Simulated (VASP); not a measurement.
Here is a VASP 6.6.1 calculation.

The input INCAR:

```
SYSTEM = Al3GaN4
PREC = Accurate
ENCUT = 520
EDIFF = 1E-7
ISMEAR = 0
SIGMA = 0.05
LREAL = Auto
LASPH = .TRUE.
NELM = 80
ALGO = Normal
ISIF = 2
LWAVE = .FALSE.
LCHARG = .FALSE.
GGA = PS
NBANDS = 56
```

File KPOINTS:

```
Automatic mesh
0
G
  5 5 3
  0 0 0
```

File POSCAR:

```
Al3GaN4
1.0
    0.0000000000     -4.4069948432      0.0000000000
    0.0000000000      0.0000000000     -4.4069948432
    8.8139896863      0.0000000000      0.0000000000
Al Ga N
6 2 8
Direct
    0.5000000000      1.0000000000      0.2500000000
    0.5000000000      1.0000000000      0.7500000000
    0.0000000000      0.5000000000      0.2500000000
    0.0000000000      0.5000000000      0.7500000000
    0.5000000000      0.5000000000      0.5000000000
    0.5000000000      0.5000000000      0.0000000000
    0.0000000000      1.0000000000      0.5000000000
    0.0000000000      1.0000000000      0.0000000000
    0.2552922824      0.7447077176      0.3723538588
    0.2552922824      0.7447077176      0.8723538588
    0.7447077176      0.2552922824      0.3723538588
    0.7447077176      0.2552922824      0.8723538588
    0.2552922824      0.2552922824      0.1276461412
    0.2552922824      0.2552922824      0.6276461412
    0.7447077176      0.7447077176      0.1276461412
    0.7447077176      0.7447077176      0.6276461412
```

Potentials or basis: VASP PAW PBE potentials, release 64 (Al, Ga_d, N).

Command:

```sh
$ cat potpaw_PBE.64/Al/POTCAR potpaw_PBE.64/Ga_d/POTCAR potpaw_PBE.64/N/POTCAR > POTCAR
$ mpirun -np 1 vasp_std > vasp.out
```

(1) Predict the band gap on the k mesh.

(2) Predict the pressure.

## Answers

(1) 3.32 eV.

(2) -0.1 GPa.

Caveat: the PAW data sets were made with another functional, which shifts forces and pressure a little.
